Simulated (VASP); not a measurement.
# Bi (Im-3m) in VASP: further runs, part 2 of 2

VASP 6.6.1. Earlier steps stand in the parts before.

### Step 3. Single point, PBEsol (28.11 Å³/atom)

This run uses another cell than the first one, of 28.11 Å³/atom.

Contents of INCAR:

```
SYSTEM = Bi
  ALGO = Normal
  EDIFF = 1E-6
  ENCUT = 500
  GGA = PS
  GGA_COMPAT = .FALSE.
  ISIF = 2
  ISMEAR = 0
  LASPH = .TRUE.
  LCHARG = .FALSE.
  LREAL = .FALSE.
  LWAVE = .FALSE.
  NBANDS = 14
  NELM = 120
  PREC = Accurate
  SIGMA = 0.1
```

Contents of KPOINTS:

```
k-points
0
G
  16 16 16
  0 0 0
```

Contents of POSCAR:

```
Bi
1.0
   -1.9154712711      1.9154712711      1.9154712711
    1.9154712711     -1.9154712711      1.9154712711
    1.9154712711      1.9154712711     -1.9154712711
Bi
1
Direct
    0.0000000000      0.0000000000      0.0000000000
```

Potentials or basis: VASP PAW PBE potentials, release 64 (Bi_d).

Started as:

```bash
$ cat potpaw_PBE.64/Bi_d/POTCAR > POTCAR
$ mpirun -np 1 vasp_std > vasp.out
```

OUTCAR:

```text
SYSTEM = Bi
   EDIFF = 1E-6
   ENCUT = 500
   GGA = PS
   ISIF = 2
   ISMEAR = 0
   LASPH = .TRUE.
   LREAL = .FALSE.
   NELM = 120
   PREC = Accurate

 ion  position               nearest neighbor table
   1  0.000  0.000  0.000-

  LATTYP: Found a body centered cubic cell.
 ALAT       =     3.8309425422

  Lattice vectors:

 A1 = (  -1.9154712711,   1.9154712711,   1.9154712711)
 A2 = (   1.9154712711,  -1.9154712711,   1.9154712711)
 A3 = (   1.9154712711,   1.9154712711,  -1.9154712711)

Analysis of symmetry for initial positions (statically):
=====================================================================
 Subroutine PRICEL returns:
 Original cell was already a primitive cell.

 Routine SETGRP: Setting up the symmetry group for a
 body centered cubic supercell.

 Subroutine GETGRP returns: Found 48 space group operations
 (whereof 48 operations were pure point group operations)
 out of a pool of 48 trial point group operations.

The static configuration has the point symmetry O_h .

[... 167 lines left out ...]
      1     -13.9736      2.00000
      2     -13.9736      2.00000
      3     -13.9736      2.00000
      4     -13.7928      2.00000
      5     -13.7928      2.00000
      6      -5.2151      2.00000
      7      14.9645      0.00000
      8      14.9645      0.00000
      9      14.9645      0.00000
     10      19.5589      0.00000
     11      19.5589      0.00000
     12      19.5589      0.00000
     13      19.5744      0.00000
     14      21.4507      0.00000
[... 377 lines left out ...]
      1     -13.9941      2.00000
      2     -13.9214      2.00000
      3     -13.8211      2.00000
      4     -13.8111      2.00000
      5     -13.7458      2.00000
      6      -2.4542      2.00000
      7       5.8717      2.00000
      8       8.8750      1.98913
      9      12.2500      0.00000
     10      17.4982      0.00000
     11      18.8519      0.00000
     12      21.2665      0.00000
     13      23.6238      0.00000
     14      23.7638      0.00000

 [... further k-points ...]

------------------------ aborting loop because EDIFF is reached ----------------------------------------

  FORCE on cell =-STRESS in cart. coord.  units (eV):
  Direction    XX          YY          ZZ          XY          YZ          ZX
  --------------------------------------------------------------------------------------
  -------------------------------------------------------------------------------------
  Total        0.7688075      0.7688075      0.7688075      0.0000000      0.0000000      0.0000000
  in kB       43.8168630     43.8168630     43.8168630      0.0000000      0.0000000      0.0000000
  external PRESSURE =      43.8168630 kB  Pullay stress =       0.0000000 kB

 VOLUME and BASIS-vectors are now :
 -----------------------------------------------------------------------------
  energy-cutoff  :      500.00
  volume of cell :       28.11
      direct lattice vectors                 reciprocal lattice vectors
    -1.915471271  1.915471271  1.915471271     0.000000000  0.261032367  0.261032367
     1.915471271 -1.915471271  1.915471271     0.261032367  0.000000000  0.261032367
     1.915471271  1.915471271 -1.915471271     0.261032367  0.261032367  0.000000000

 POSITION                                       TOTAL-FORCE (eV/Angst)
 -----------------------------------------------------------------------------------
      0.00000      0.00000      0.00000         0.000000     -0.000000      0.000000
 -----------------------------------------------------------------------------------
    total drift:                                0.000000      0.000000     -0.000000

  FREE ENERGIE OF THE ION-ELECTRON SYSTEM (eV)
  ---------------------------------------------------
  free  energy   TOTEN  =        -4.1956665881 eV

  energy  without entropy=       -4.1929137658  energy(sigma->0) =       -4.19429018
```

OSZICAR:

```text
N       E                     dE             d eps       ncg     rms          rms(c)
DAV:   1     0.111678429765E+03    0.11168E+03   -0.74187E+03  4170   0.124E+03
DAV:   2     0.215216558189E+01   -0.10953E+03   -0.10593E+03  4348   0.339E+02
DAV:   3    -0.405967210975E+01   -0.62118E+01   -0.61893E+01  5118   0.775E+01
DAV:   4    -0.419956597030E+01   -0.13989E+00   -0.13986E+00  5078   0.122E+01
DAV:   5    -0.420543532077E+01   -0.58694E-02   -0.58692E-02  5702   0.230E+00    0.517E-01
DAV:   6    -0.419797823527E+01    0.74571E-02   -0.91798E-03  5390   0.142E+00    0.282E-01
DAV:   7    -0.419574623814E+01    0.22320E-02   -0.51243E-03  5464   0.106E+00    0.792E-02
DAV:   8    -0.419567015250E+01    0.76086E-04   -0.46055E-04  5338   0.321E-01    0.841E-03
DAV:   9    -0.419566737598E+01    0.27765E-05   -0.11245E-05  5828   0.467E-02    0.376E-03
DAV:  10    -0.419566658814E+01    0.78784E-06   -0.73456E-07  3734   0.958E-03
   1 F= -.41956666E+01 E0= -.41942902E+01  d E =-.275282E-02
```

stdout:

```text
POSCAR found type information on POSCAR Bi
 POSCAR found :  1 types and       1 ions
 scaLAPACK will be used
 -----------------------------------------------------------------------------
|                                                                             |
|                                                                             |
|     You enforced a specific xc type in the INCAR file but a different       |
|     I HOPE YOU KNOW WHAT YOU ARE DOING!                                     |
|                                                                             |
 -----------------------------------------------------------------------------

 LDA part: xc-table for (Slater+PW92), standard interpolation
 POSCAR, INCAR and KPOINTS ok, starting setup
 FFT: planning ... GRIDC
 FFT: planning ... GRID_SOFT
 FFT: planning ... GRID
 WAVECAR not read
 entering main loop
```

It took 18 s on 1 thread of Intel Xeon Platinum 8259CL at 2.50GHz (Skylake/Cascade Lake), shared host; peak memory 0.17 GiB.

What came out:

```
Free energy            : -4.1957 eV
Pressure               : 4.4 GPa
Band gap on the k mesh : zero (an odd number of electrons rules out a gap without spin polarisation)
```

Caveat: the cell stands under pressure; the PAW data sets were made with another functional, which shifts forces and pressure a little; spin-orbit coupling is left out, which moves the levels of the heavy elements.

### Step 4. Single point, PBEsol (29.01 Å³/atom)

This run uses another cell than the first one, of 29.01 Å³/atom.

Contents of INCAR:

```
PREC = Accurate
ENCUT = 500
EDIFF = 1E-6
ISMEAR = 0
SIGMA = 0.1
LREAL = False
LASPH = True
NELM = 120
ALGO = Normal
ISIF = 2
LWAVE = False
LCHARG = False
GGA = PS
NBANDS = 14
GGA_COMPAT = False
```

Contents of KPOINTS:

```
Automatic mesh
0
Gamma
  16 16 16
```

Contents of POSCAR:

```
Bi
1.0
   -1.9356356084      1.9356356084      1.9356356084
    1.9356356084     -1.9356356084      1.9356356084
    1.9356356084      1.9356356084     -1.9356356084
Bi
1
Direct
    0.0000000000      0.0000000000      0.0000000000
```

Potentials or basis: VASP PAW PBE potentials, release 64 (Bi_d).

Started as:

```bash
$ cat potpaw_PBE.64/Bi_d/POTCAR > POTCAR
$ mpirun -np 1 vasp_std > vasp.out
```

OUTCAR:

```text
PREC = Accurate
   ENCUT = 500
   EDIFF = 1E-6
   ISMEAR = 0
   LREAL = False
   LASPH = True
   NELM = 120
   ISIF = 2
   GGA = PS

 ion  position               nearest neighbor table
   1  0.000  0.000  0.000-

  LATTYP: Found a body centered cubic cell.
 ALAT       =     3.8712712168

  Lattice vectors:

 A1 = (  -1.9356356084,   1.9356356084,   1.9356356084)
 A2 = (   1.9356356084,  -1.9356356084,   1.9356356084)
[... 586 lines left out ...]
     13      22.9602      0.00000
     14      23.1669      0.00000

 [... further k-points ...]

------------------------ aborting loop because EDIFF is reached ----------------------------------------

  FORCE on cell =-STRESS in cart. coord.  units (eV):
  Direction    XX          YY          ZZ          XY          YZ          ZX
  --------------------------------------------------------------------------------------
  -------------------------------------------------------------------------------------
  Total        0.3651980      0.3651980      0.3651980     -0.0000000      0.0000000      0.0000000
  in kB       20.1701036     20.1701036     20.1701036     -0.0000000      0.0000000      0.0000000
  external PRESSURE =      20.1701036 kB  Pullay stress =       0.0000000 kB

 VOLUME and BASIS-vectors are now :
 -----------------------------------------------------------------------------
  energy-cutoff  :      500.00
  volume of cell :       29.01
      direct lattice vectors                 reciprocal lattice vectors
    -1.935635608  1.935635608  1.935635608     0.000000000  0.258313082  0.258313082
     1.935635608 -1.935635608  1.935635608     0.258313082  0.000000000  0.258313082
     1.935635608  1.935635608 -1.935635608     0.258313082  0.258313082  0.000000000

 POSITION                                       TOTAL-FORCE (eV/Angst)
 -----------------------------------------------------------------------------------
      0.00000      0.00000      0.00000         0.000000      0.000000      0.000000
 -----------------------------------------------------------------------------------
    total drift:                               -0.000000      0.000000      0.000000

  FREE ENERGIE OF THE ION-ELECTRON SYSTEM (eV)
  ---------------------------------------------------
  free  energy   TOTEN  =        -4.2137267194 eV

  energy  without entropy=       -4.2107161361  energy(sigma->0) =       -4.21222143
```

Wall time 18 s (1 thread of Intel Xeon Platinum 8259CL at 2.50GHz (Skylake/Cascade Lake), shared host); peak memory 0.17 GiB.

Results:

* Free energy: -4.2137 eV
* Pressure: 2.0 GPa
* Band gap on the k mesh: zero (an odd number of electrons rules out a gap without spin polarisation)

Caveat: the PAW data sets were made with another functional, which shifts forces and pressure a little; spin-orbit coupling is left out, which moves the levels of the heavy elements.

### Step 5. Single point, PBEsol

This run uses another cell than the first one, of 29.91 Å³/atom.

Contents of INCAR:

```
SYSTEM = Bi
ALGO = Normal
EDIFF = 1E-6
ENCUT = 500
GGA = PS
GGA_COMPAT = .FALSE.
ISIF = 2
ISMEAR = 0
LASPH = .TRUE.
LCHARG = .FALSE.
LREAL = .FALSE.
LWAVE = .FALSE.
NBANDS = 14
NELM = 120
PREC = Accurate
SIGMA = 0.1
```

Contents of KPOINTS:

```
k-points
0
G
  16 16 16
  0 0 0
```

Contents of POSCAR:

```
Bi
1.0
   -1.9553883564      1.9553883564      1.9553883564
    1.9553883564     -1.9553883564      1.9553883564
    1.9553883564      1.9553883564     -1.9553883564
Bi
1
Direct
    0.0000000000      0.0000000000      0.0000000000
```

Started as:

```bash
$ cat potpaw_PBE.64/Bi_d/POTCAR > POTCAR
$ mpirun -np 1 vasp_std > vasp.out
```

Run time: 39 s. Hardware: 1 thread of Intel Xeon Platinum 8259CL at 2.50GHz (Skylake/Cascade Lake), shared host; peak memory 0.19 GiB.

It converged, with:

| Item | Value |
| --- | --- |
| Free energy | -4.2197 eV |
| Pressure | 0.0 GPa |
| Band gap on the k mesh | zero (an odd number of electrons rules out a gap without spin polarisation) |

Levels at points of the mesh, in eV from the Fermi level:
| k point | band 4 | band 5 | band 6 | band 7 | band 8 | band 9 | band 10 | band 11 |
| --- | --- | --- | --- | --- | --- | --- | --- | --- |
| (0.00, 0.00, 0.00) | -22.82 | -22.82 | -13.80 | 5.43 | 5.43 | 5.43 | 9.64 | 10.50 |
| (0.50, 0.00, 0.00) | -22.83 | -22.72 | -10.52 | -5.30 | 1.67 | 3.58 | 6.12 | 7.69 |
| (0.50, 0.50, 0.50) | -22.75 | -22.75 | -8.23 | -1.88 | -1.88 | -1.88 | 3.50 | 3.50 |

Caveat: the PAW data sets were made with another functional, which shifts forces and pressure a little; spin-orbit coupling is left out, which moves the levels of the heavy elements.

### Step 6. Summary

```tsv
cell	gap on the mesh (eV)	pressure (GPa)
a = 3.282 Å, angles 109.5°, 1 atom	none	7.2
a = 3.318 Å, angles 109.5°, 1 atom	none	4.4
a = 3.353 Å, angles 109.5°, 1 atom	none	2.0
a = 3.387 Å, angles 109.5°, 1 atom	none	0.0
```

Alike in all rows: task single point; level PBEsol; potentials or basis VASP PAW PBE potentials, release 64 (Bi_d); no spin polarisation; k mesh 16 × 16 × 16; cutoff (eV) 500; smearing gaussian 0.1 eV.

Caveats: the PAW data sets were made with another functional, which shifts forces and pressure a little; spin-orbit coupling is left out, which moves the levels of the heavy elements; the cell stands under pressure (at least some runs).

Total energies depend on the potentials used, so only differences within one code and one set of settings carry meaning.
